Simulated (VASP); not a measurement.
# Al8H in VASP: further runs

Runs on Al8H. Level: PBE. Tasks: single point.

Program: VASP 6.6.1. These are calculated values, not measurements. Logs are shortened: lines on timing, memory, paths and dates and some standing lists are left out, and cuts for length are marked.

## Step 1: The cell of the first run

The cell holds a slab with vacuum, 18 atoms: a = 5.714 Å, b = 8.080 Å, c = 22.243 Å, α = 90.00°, β = 90.00°, γ = 90.00°.

## Step 2: Single point, PBE

INCAR reads:

```
SYSTEM = Al8H
PREC = Accurate
ENCUT = 520
EDIFF = 1E-6
ISMEAR = 0
SIGMA = 0.1
LREAL = Auto
LASPH = .True.
NELM = 60
ALGO = Normal
ISIF = 2
LWAVE = .False.
LCHARG = .False.
LDIPOL = .True.
IDIPOL = 3
DIPOL = 0.5 0.5 0.294
GGA = PE
NBANDS = 40
```

KPOINTS reads:

```
Automatic mesh
0
Gamma
  5 4 1
  0 0 0
```

POSCAR reads:

```
Al8H
1.0
    5.7135165837      0.0000000000      0.0000000000
    0.0000000000      8.0801326415      0.0000000000
    0.0000000000      0.0000000000     22.2432786975
Al H
16 2
Direct
    0.2500000000      0.2500000000      0.1798296040
    0.2500000000      0.7500000000      0.1798296040
    0.7500000000      0.2500000000      0.1798296040
    0.7500000000      0.7500000000      0.1798296040
    0.0000000000      0.0000000000      0.2440458181
    0.0000000000      0.5000000000      0.2440458181
    0.5000000000      0.0000000000      0.2440458181
    0.5000000000      0.5000000000      0.2440458181
    0.2500000000      0.2500000000      0.3102598702
    0.2500000000      0.7500000000      0.3102598702
    0.7500000000      0.2500000000      0.3102598702
    0.7500000000      0.7500000000      0.3102598702
    0.0000000000      0.0000000000      0.3705963860
    0.0000000000      0.5000000000      0.3705963860
    0.5000000000      0.0000000000      0.3705963860
    0.5000000000      0.5000000000      0.3705963860
    0.2500000000      0.1116978149      0.4339863214
    0.2500000000      0.3883021851      0.4339863214
```

Potentials or basis: VASP PAW PBE potentials, release 64 (Al, H).

The run is started by

```sh
$ cat potpaw_PBE.64/Al/POTCAR potpaw_PBE.64/H/POTCAR > POTCAR
$ mpirun -np 1 vasp_std > vasp.out
```

OUTCAR:

```text
SYSTEM = Al8H
   PREC = Accurate
   ENCUT = 520
   EDIFF = 1E-6
   ISMEAR = 0
   LREAL = Auto
   LASPH = .True.
   NELM = 60
   ISIF = 2
   GGA = PE

 ion  position               nearest neighbor table
   1  0.250  0.250  0.180-   3 2.86   3 2.86   6 2.86   7 2.86   8 2.86   5 2.86   9 2.90
   2  0.250  0.750  0.180-   4 2.86   4 2.86   6 2.86   7 2.86   8 2.86   5 2.86  10 2.90
   3  0.750  0.250  0.180-   1 2.86   1 2.86   6 2.86   7 2.86   8 2.86   5 2.86  11 2.90
   4  0.750  0.750  0.180-   2 2.86   2 2.86   6 2.86   7 2.86   8 2.86   5 2.86  12 2.90
   5  0.000  0.000  0.244-  13 2.81   7 2.86   7 2.86   4 2.86   1 2.86   2 2.86   3 2.86  11 2.88
                            12 2.88   9 2.88  10 2.88
   6  0.000  0.500  0.244-  14 2.81   8 2.86   8 2.86   4 2.86   1 2.86   2 2.86   3 2.86  11 2.88
                            12 2.88   9 2.88  10 2.88
   7  0.500  0.000  0.244-  15 2.81   5 2.86   5 2.86   4 2.86   1 2.86   2 2.86   3 2.86  11 2.88
                            12 2.88   9 2.88  10 2.88
   8  0.500  0.500  0.244-  16 2.81   6 2.86   6 2.86   4 2.86   1 2.86   2 2.86   3 2.86  11 2.88
                            12 2.88   9 2.88  10 2.88
   9  0.250  0.250  0.310-  13 2.81  14 2.81  15 2.81  16 2.81  11 2.86  11 2.86   7 2.88   8 2.88
                             5 2.88   6 2.88   1 2.90
  10  0.250  0.750  0.310-  13 2.81  14 2.81  15 2.81  16 2.81  12 2.86  12 2.86   7 2.88   8 2.88
                             5 2.88   6 2.88   2 2.90
  11  0.750  0.250  0.310-  13 2.81  14 2.81  15 2.81  16 2.81   9 2.86   9 2.86   7 2.88   8 2.88
                             5 2.88   6 2.88   3 2.90
  12  0.750  0.750  0.310-  13 2.81  14 2.81  15 2.81  16 2.81  10 2.86  10 2.86   7 2.88   8 2.88
                             5 2.88   6 2.88   4 2.90
  13  0.000  0.000  0.371-   9 2.81  10 2.81  11 2.81  12 2.81   5 2.81  15 2.86  15 2.86
  14  0.000  0.500  0.371-   9 2.81  10 2.81  11 2.81  12 2.81   6 2.81  16 2.86  16 2.86
  15  0.500  0.000  0.371-   9 2.81  10 2.81  11 2.81  12 2.81   7 2.81  13 2.86  13 2.86
  16  0.500  0.500  0.371-   9 2.81  10 2.81  11 2.81  12 2.81   8 2.81  14 2.86  14 2.86
  17  0.250  0.112  0.434-
  18  0.250  0.388  0.434-

  LATTYP: Found a simple orthorhombic cell.
 ALAT       =     5.7135165837
 B/A-ratio  =     1.4142135624
 C/A-ratio  =     3.8930977747

  Lattice vectors:

 A1 = (   5.7135165837,   0.0000000000,   0.0000000000)
 A2 = (   0.0000000000,   8.0801326415,   0.0000000000)
 A3 = (   0.0000000000,   0.0000000000,  22.2432786975)

Analysis of symmetry for initial positions (statically):
=====================================================================
 Subroutine PRICEL returns:
 Original cell was already a primitive cell.

 Routine SETGRP: Setting up the symmetry group for a
 simple orthorhombic supercell.

 Subroutine GETGRP returns: Found  4 space group operations
 (whereof  1 operations were pure point group operations)
[... 154 lines left out ...]
     AMIX_MAG =   1.60;   BMIX_MAG =  1.00
  volume/ion in A,a.u.               =      57.05       384.99
  Fermi-wavevector in a.u.,A,eV,Ry     =   0.597803  1.129683  4.862288  0.357368
  Thomas-Fermi vector in A             =   1.648667
   LORBIT       =      0    0 simple, 1 ext, 2 COOP (PROOUT), +10 PAW based schemes
   GGA     = PE    functional components
   LHFCALC =     F    Hartree Fock is set to
   AEXX    =    0.0000 exact exchange contribution
   IVDW    =     0    specifies the selected vdW correction
   LEPSILON=     F    determine dielectric tensor
   LRPA    =     F    only Hartree local field effects (RPA)
 non-spin polarized calculation
 Gauss-broadening in eV      SIGMA  =   0.10
  energy-cutoff  :      520.00
  volume of cell :     1026.88
 maximum number of plane-waves:     27706
   NGX = 21   NGY = 31   NGZ = 83

 dipolmoment           0.000000      0.000000     -0.172796 electrons x Angstroem

 number of electron      49.9999999 magnetization

 dipolmoment           0.000000      0.000000      0.110364 electrons x Angstroem

 Free energy of the ion-electron system (eV)
  ---------------------------------------------------
  ext. energy  EPLUGINS =         0.00000000
  ---------------------------------------------------
  free energy    TOTEN  =       -59.71873137 eV

  energy without entropy =      -59.66969598  energy(sigma->0) =      -59.69421368

 E-fermi :  -1.0069     XC(G=0):  -3.6305

 val. band max:       -1.0106110262   @ k =   0.2000   0.2500   0.0000
 cond. band min:      -0.9545171202   @ k =   0.2000   0.5000   0.0000
 fundamental gap:      0.0560939060
 Fermi energy:        -1.0069446075

 k-point     1 :       0.0000    0.0000    0.0000
  band No.  band energies     occupation
      1     -11.2536      2.00000
      2      -9.1062      2.00000
      3      -8.9969      2.00000
      4      -8.8964      2.00000
      5      -6.8659      2.00000
      6      -6.8265      2.00000
[... 349 lines left out ...]
     36       1.6021      0.00000
     37       2.0408      0.00000
 [bands above 37 left out]

------------------------ aborting loop because EDIFF is reached ----------------------------------------

 vacuum level on the upper side and lower side of the slab       (xc-potential included)         0.120        -0.269

  FORCE on cell =-STRESS in cart. coord.  units (eV):
  Direction    XX          YY          ZZ          XY          YZ          ZX
  --------------------------------------------------------------------------------------
  -------------------------------------------------------------------------------------
  Total      -11.8686742     -4.7662331     -4.5049242      0.0000000      0.0000000      0.0000000
  in kB      -18.5179115     -7.4364399     -7.0287369      0.0000000      0.0000000      0.0000000
  external PRESSURE =     -10.9943628 kB  Pullay stress =       0.0000000 kB

 VOLUME and BASIS-vectors are now :
 -----------------------------------------------------------------------------
  energy-cutoff  :      520.00
  volume of cell :     1026.88
      direct lattice vectors                 reciprocal lattice vectors
     5.713516584  0.000000000  0.000000000     0.175023558  0.000000000  0.000000000
     0.000000000  8.080132642  0.000000000     0.000000000  0.123760345  0.000000000
     0.000000000  0.000000000 22.243278697     0.000000000  0.000000000  0.044957401

 POSITION                                       TOTAL-FORCE (eV/Angst)
 -----------------------------------------------------------------------------------
      1.42838      2.02003      4.00000         0.000000     -0.000000      0.212228
      1.42838      6.06010      4.00000         0.000000     -0.000000      0.276717
      4.28514      2.02003      4.00000         0.000000     -0.000000      0.259857
      4.28514      6.06010      4.00000         0.000000     -0.000000      0.249738
      0.00000      0.00000      5.42838        -0.229402      0.005985     -0.253574
      0.00000      4.04007      5.42838        -0.229402     -0.005985     -0.253574
[... 10 lines left out ...]
      1.42838      0.90253      9.65328         0.000000     -0.699581     -1.098938
      1.42838      3.13753      9.65328         0.000000      0.699581     -1.098938
 -----------------------------------------------------------------------------------
    total drift:                                0.000000     -0.000000     -0.012834

  FREE ENERGIE OF THE ION-ELECTRON SYSTEM (eV)
  ---------------------------------------------------
  free  energy   TOTEN  =       -59.7187313711 eV

  energy  without entropy=      -59.6696959812  energy(sigma->0) =      -59.69421368

 vacuum level on the upper side and lower side of the slab         3.461         3.030
```

Run time: 6.4 min. Hardware: 1 thread of AMD EPYC 9R45 (Zen 5), shared host; peak memory 0.86 GiB.

What came out:

| Item | Value |
| --- | --- |
| Free energy | -59.7187 eV |
| Largest force | 1.303 eV/Å |
| Band gap on the k mesh | zero (band 25 reaches -0.56 eV, above the bottom of band 26 at -1.22 eV) |

Forces in eV/Å, atoms in the order of the input:
```
Al   0.000  0.000  0.212
Al   0.000  0.000  0.277
Al   0.000  0.000  0.260
Al   0.000  0.000  0.250
Al  -0.229  0.006 -0.254
Al  -0.229 -0.006 -0.254
Al   0.229  0.006 -0.254
Al   0.229 -0.006 -0.254
Al   0.000  0.000 -0.389
Al   0.000  0.000  0.370
Al   0.000  0.000  0.101
Al   0.000  0.000 -0.093
Al   0.112  0.310  0.556
Al   0.112 -0.310  0.556
Al  -0.112  0.310  0.556
Al  -0.112 -0.310  0.556
H    0.000 -0.700 -1.099
H    0.000  0.700 -1.099
```

## Step 3: Single point, PBE

INCAR reads:

```
ALGO = Normal
DIPOL = 0.5 0.5 0.289
EDIFF = 1E-6
ENCUT = 520
GGA = PE
IDIPOL = 3
ISIF = 2
ISMEAR = 0
LASPH = T
LCHARG = F
LDIPOL = T
LREAL = Auto
LWAVE = F
NBANDS = 40
NELM = 80
PREC = Accurate
SIGMA = 0.1
```

KPOINTS reads:

```
k-points
0
Gamma
  5 4 1
```

Edit POSCAR of step 2 so:

```diff
@@ -24,3 +24,3 @@
     0.5000000000      0.5000000000      0.3705963860
-    0.2500000000      0.1116978149      0.4339863214
-    0.2500000000      0.3883021851      0.4339863214
+    0.2500000000      0.0860175434      0.3908272164
+    0.2500000000      0.4139824566      0.3908272164
```

Potentials or basis: VASP PAW PBE potentials, release 64 (Al, H).

The run is started by

```sh
$ cat potpaw_PBE.64/Al/POTCAR potpaw_PBE.64/H/POTCAR > POTCAR
$ mpirun -np 1 vasp_std > vasp.out
```

OUTCAR:

```text
EDIFF = 1E-6
   ENCUT = 520
   GGA = PE
   ISIF = 2
   ISMEAR = 0
   LASPH = T
   LREAL = Auto
   NELM = 80
   PREC = Accurate

 ion  position               nearest neighbor table
   1  0.250  0.250  0.180-   3 2.86   3 2.86   6 2.86   7 2.86   8 2.86   5 2.86   9 2.90
   2  0.250  0.750  0.180-   4 2.86   4 2.86   6 2.86   7 2.86   8 2.86   5 2.86  10 2.90
   3  0.750  0.250  0.180-   1 2.86   1 2.86   6 2.86   7 2.86   8 2.86   5 2.86  11 2.90
   4  0.750  0.750  0.180-   2 2.86   2 2.86   6 2.86   7 2.86   8 2.86   5 2.86  12 2.90
   5  0.000  0.000  0.244-  13 2.81   7 2.86   7 2.86   4 2.86   1 2.86   2 2.86   3 2.86  11 2.88
                            12 2.88   9 2.88  10 2.88
   6  0.000  0.500  0.244-  14 2.81   8 2.86   8 2.86   4 2.86   1 2.86   2 2.86   3 2.86  11 2.88
                            12 2.88   9 2.88  10 2.88
   7  0.500  0.000  0.244-  15 2.81   5 2.86   5 2.86   4 2.86   1 2.86   2 2.86   3 2.86  11 2.88
                            12 2.88   9 2.88  10 2.88
   8  0.500  0.500  0.244-  16 2.81   6 2.86   6 2.86   4 2.86   1 2.86   2 2.86   3 2.86  11 2.88
                            12 2.88   9 2.88  10 2.88
   9  0.250  0.250  0.310-  13 2.81  14 2.81  15 2.81  16 2.81  11 2.86  11 2.86   7 2.88   8 2.88
                             5 2.88   6 2.88   1 2.90
  10  0.250  0.750  0.310-  13 2.81  14 2.81  15 2.81  16 2.81  12 2.86  12 2.86   7 2.88   8 2.88
                             5 2.88   6 2.88   2 2.90
  11  0.750  0.250  0.310-  13 2.81  14 2.81  15 2.81  16 2.81   9 2.86   9 2.86   7 2.88   8 2.88
[... 7 lines left out ...]
  15  0.500  0.000  0.371-  17 1.65  10 2.81  11 2.81  12 2.81   9 2.81   7 2.81  13 2.86  13 2.86

  16  0.500  0.500  0.371-  18 1.65  10 2.81  11 2.81  12 2.81   9 2.81   8 2.81  14 2.86  14 2.86

  17  0.250  0.086  0.391-  13 1.65  15 1.65
  18  0.250  0.414  0.391-  14 1.65  16 1.65

  LATTYP: Found a simple orthorhombic cell.
 ALAT       =     5.7135165837
 B/A-ratio  =     1.4142135624
 C/A-ratio  =     3.8930977747

  Lattice vectors:

 A1 = (   5.7135165837,   0.0000000000,   0.0000000000)
 A2 = (   0.0000000000,   8.0801326415,   0.0000000000)
 A3 = (   0.0000000000,   0.0000000000,  22.2432786975)

Analysis of symmetry for initial positions (statically):
=====================================================================
 Subroutine PRICEL returns:
 Original cell was already a primitive cell.

[... 182 lines left out ...]

 Free energy of the ion-electron system (eV)
  ---------------------------------------------------
  ext. energy  EPLUGINS =         0.00000000
  ---------------------------------------------------
  free energy    TOTEN  =       -60.18816060 eV

  energy without entropy =      -60.14643609  energy(sigma->0) =      -60.16729834

 E-fermi :  -0.7556     XC(G=0):  -3.5792

 val. band max:       -0.7863872122   @ k =   0.2000   0.0000   0.0000
 cond. band min:      -0.7411365534   @ k =   0.0000   0.5000   0.0000
 fundamental gap:      0.0452506588
 Fermi energy:        -0.7556091191

 k-point     1 :       0.0000    0.0000    0.0000
  band No.  band energies     occupation
      1     -11.2954      2.00000
      2      -9.5684      2.00000
      3      -9.5304      2.00000
      4      -8.7061      2.00000
      5      -7.6723      2.00000
      6      -7.3137      2.00000
[... 349 lines left out ...]
     36       1.7088      0.00000
     37       2.2908      0.00000
 [bands above 37 left out]

------------------------ aborting loop because EDIFF is reached ----------------------------------------

 vacuum level on the upper side and lower side of the slab       (xc-potential included)        -0.202         0.057

  FORCE on cell =-STRESS in cart. coord.  units (eV):
  Direction    XX          YY          ZZ          XY          YZ          ZX
  --------------------------------------------------------------------------------------
  -------------------------------------------------------------------------------------
  Total       -2.6740847     -1.1133784     -1.1839807      0.0000000      0.0000000      0.0000000
  in kB       -4.1721984     -1.7371310     -1.8472872      0.0000000      0.0000000      0.0000000
  external PRESSURE =      -2.5855389 kB  Pullay stress =       0.0000000 kB

 VOLUME and BASIS-vectors are now :
 -----------------------------------------------------------------------------
  energy-cutoff  :      520.00
  volume of cell :     1026.88
      direct lattice vectors                 reciprocal lattice vectors
     5.713516584  0.000000000  0.000000000     0.175023558  0.000000000  0.000000000
     0.000000000  8.080132642  0.000000000     0.000000000  0.123760345  0.000000000
     0.000000000  0.000000000 22.243278697     0.000000000  0.000000000  0.044957401

 POSITION                                       TOTAL-FORCE (eV/Angst)
 -----------------------------------------------------------------------------------
      1.42838      2.02003      4.00000         0.000000      0.000000      0.148331
      1.42838      6.06010      4.00000         0.000000      0.000000      0.312785
      4.28514      2.02003      4.00000         0.000000      0.000000      0.292310
      4.28514      6.06010      4.00000         0.000000      0.000000      0.332455
      0.00000      0.00000      5.42838        -0.047073     -0.020451     -0.200335
      0.00000      4.04007      5.42838        -0.047073      0.020451     -0.200335
[... 10 lines left out ...]
      1.42838      0.69503      8.69328         0.000000      0.889741      0.908799
      1.42838      3.34503      8.69328         0.000000     -0.889741      0.908799
 -----------------------------------------------------------------------------------
    total drift:                               -0.000000     -0.000000     -0.012771

  FREE ENERGIE OF THE ION-ELECTRON SYSTEM (eV)
  ---------------------------------------------------
  free  energy   TOTEN  =       -60.1881606008 eV

  energy  without entropy=      -60.1464360879  energy(sigma->0) =      -60.16729834

 vacuum level on the upper side and lower side of the slab         2.970         3.238
```

OSZICAR:

```text
N       E                     dE             d eps       ncg     rms          rms(c)
DAV:   1     0.193833632758E+03    0.19383E+03   -0.14194E+04   720   0.854E+02
DAV:   2    -0.478461995631E+02   -0.24168E+03   -0.23228E+03  1048   0.152E+02
DAV:   3    -0.634402593119E+02   -0.15594E+02   -0.15157E+02   936   0.391E+01
DAV:   4    -0.640210995821E+02   -0.58084E+00   -0.57953E+00  1120   0.863E+00
[... 18 lines left out ...]
DAV:  23    -0.601881437188E+02   -0.73616E-05   -0.68263E-07   616   0.340E-03    0.166E-03
DAV:  24    -0.601881510527E+02   -0.73339E-05   -0.28086E-07   648   0.150E-03    0.171E-03
DAV:  25    -0.601881572489E+02   -0.61962E-05   -0.31482E-07   640   0.219E-03    0.279E-04
DAV:  26    -0.601881601050E+02   -0.28562E-05   -0.30487E-07   592   0.152E-03    0.791E-04
DAV:  27    -0.601881606008E+02   -0.49574E-06   -0.51358E-08   568   0.920E-04
   1 F= -.60188161E+02 E0= -.60167298E+02  d E =-.417245E-01
```

Run time: 8.3 min. Hardware: 1 thread of AMD EPYC 9R45 (Zen 5), shared host; peak memory 0.86 GiB.

What came out:

```yaml
Free_energy: -60.1882 eV
Largest_force: 1.521 eV/Å
Band_gap_on_the_k_mesh: zero (band 25 reaches -0.49 eV, above the bottom of band 26 at -1.09 eV)
```

Forces on the atoms (eV/Å):
```
Al   0.000  0.000  0.148
Al   0.000  0.000  0.313
Al   0.000  0.000  0.292
Al   0.000  0.000  0.332
Al  -0.047 -0.020 -0.200
Al  -0.047  0.020 -0.200
Al   0.047 -0.020 -0.200
Al   0.047  0.020 -0.200
Al   0.000  0.000 -0.607
Al   0.000  0.000  0.251
Al   0.000  0.000  0.141
Al   0.000  0.000 -0.080
Al  -1.320 -0.607 -0.452
Al  -1.320  0.607 -0.452
Al   1.320 -0.607 -0.452
Al   1.320  0.607 -0.452
H    0.000  0.890  0.909
H    0.000 -0.890  0.909
```

[end of part 1 of 2]
